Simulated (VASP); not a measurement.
## Na: electric field gradients with PBEsol

Crystal: Na.

```
Na
1.0
    -2.07515    2.11750    2.11750
     2.11750   -2.07515    2.11750
     2.11750    2.11750   -2.07515
Na
1
Direct
  0.00000 0.00000 0.00000
```

This cell differs from its parent crystal: equal xy, yz and zx shear strains of +2 %.

```
Program                : VASP 6.6.1
Task                   : electric field gradients
Functional             : PBEsol
Potentials or basis    : VASP PAW PBE potentials, release 64 (Na_pv)
Cutoff                 : 520 eV
k mesh                 : 11 × 11 × 11
Occupations            : fermi-dirac, width 0.03 eV
Spin                   : no spin polarisation
Dipole correction      : no
Further INCAR settings : ALGO = Normal; EDIFF = 1e-08; NBANDS = 10
```

```yaml
Pressure: -0.3 GPa
```

Stress tensor (GPa, compression positive):
```
-0.34 -0.13 -0.13
-0.13 -0.34 -0.13
-0.13 -0.13 -0.34
```

Levels at points of the mesh, in eV from the Fermi level:
| k point | band 1 | band 2 | band 3 | band 4 | band 5 | band 6 | band 7 |
| --- | --- | --- | --- | --- | --- | --- | --- |
| (0.00, 0.00, 0.00) | -24.83 | -24.83 | -24.83 | -3.25 | 11.43 | 11.43 | 11.65 |

Run time: 54 s on 1 thread of Intel Xeon 8259CL (shared host), peak memory 0.18 GiB.

Caveat: the cell differs from its parent crystal (equal xy, yz and zx shear strains of +2 %); without QUAD_EFG the Cq values of the log hold for a quadrupole moment of 1 mb, not for the nuclei; the PAW data sets were made with another functional, which shifts forces and pressure a little.
